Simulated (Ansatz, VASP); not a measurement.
## One calculation of AlN, two programs

```
Al N
1.0
     0.00000    2.18299    2.18299
     2.18299    0.00000    2.18299
     2.18299    2.18299    0.00000
Al N
1 1
Direct
  0.99314 0.00686 0.00686
  0.76322 0.73678 0.73678
```

Change from the starting cell: mode 4 frozen in at -0.058 Å, equal normal strain along x, y and z -0.0083.

Alike in both runs: task single point; functional PBE; k mesh 10 × 10 × 10; occupations gaussian, width 0.05 eV; no spin polarisation.

|  | VASP | Ansatz |
| --- | --- | --- |
| version | VASP 6.6.1 | Ansatz 0.2.0 |
| potentials or method | VASP PAW PBE potentials, release 64 (Al, N), cutoff 520 eV | scalar-relativistic, plane waves, PAW |
| valence electrons in the cell | 8 | 8 |

|  | VASP | Ansatz | Ansatz less VASP |
| --- | --- | --- | --- |
| gap on the k mesh at the Fermi level (eV) | 3.09 | 3.10 | +0.007 |
| least direct gap on the mesh (eV) | 3.97 | 3.96 | -0.009 |
| pressure (GPa) | 5.9 | 6.0 | +0.17 |
| traceless stress, the component that is largest in VASP (GPa) | -6.40 | -6.38 | +0.021 |
| rms of the force components (eV/Å) | 0.741 | 0.739 | -0.0017 |

Atom by atom the forces differ by 0.002 eV/Å (rms over components). With one functional, cell and mesh, what is left measures potentials, basis and numerics.
